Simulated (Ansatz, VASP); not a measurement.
**Cs in VASP and in Ansatz**

```xyz
2
Lattice="5.7743 0.0000 0.0000 -2.8872 5.0007 0.0000 0.0000 0.0000 9.6045" Properties=species:S:1:pos:R:3 pbc="T T T"
Cs    0.0000    3.3338    2.4011
Cs    2.8872    1.6669    7.2034
```

Alike in both runs: task single point; functional r2SCAN; k mesh 9 × 9 × 6; occupations gaussian, width 0.1 eV; no spin polarisation.

|  | VASP | Ansatz |
| --- | --- | --- |
| version | VASP 6.6.1 | Ansatz 0.2.0 |
| potentials or method | VASP PAW PBE potentials, release 64 (Cs_sv), cutoff 520 eV | scalar-relativistic, plane waves, PAW |
| valence electrons in the cell | 18 | 18 |

|  | VASP | Ansatz | Ansatz less VASP |
| --- | --- | --- | --- |
| gap on the k mesh at the Fermi level (eV) | none | none | - |
| pressure (GPa) | -0.2 | -0.2 | 0.00 |

VASP's potentials were made for PBE, not for r2SCAN. A gap of «none» marks a metal or a gap that the smearing closes.

Neither program's run includes spin-orbit coupling.
